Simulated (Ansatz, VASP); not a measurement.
## One calculation of SnO, two programs

```
CELL_PARAMETERS angstrom
3.35500 0.00000 0.00000
0.00000 5.67410 0.00000
0.00000 0.00000 4.22197
ATOMIC_POSITIONS crystal
Sn 0.50000 0.76809 0.01314
Sn 0.00000 0.23191 0.51551
O 0.50000 0.10875 0.23686
O 0.00000 0.89125 0.73686
```

Alike in both runs: task single point; functional PBEsol; k mesh 8 × 5 × 6; occupations fermi-dirac, width 0.02 eV; no spin polarisation.

```csv
,VASP,Ansatz
version,VASP 6.6.1,Ansatz 0.2.0
potentials or method,"VASP PAW PBE potentials, release 64 (Sn_d, O), cutoff 520 eV","scalar-relativistic, plane waves, PAW"
valence electrons in the cell,40,40
```

|  | VASP | Ansatz | Ansatz less VASP |
| --- | --- | --- | --- |
| rms of the force components (eV/Å) | 0.165 | 0.198 | +0.0331 |

VASP's potentials were made for PBE, not for PBEsol. Atom by atom the forces differ by 0.035 eV/Å (rms over components).
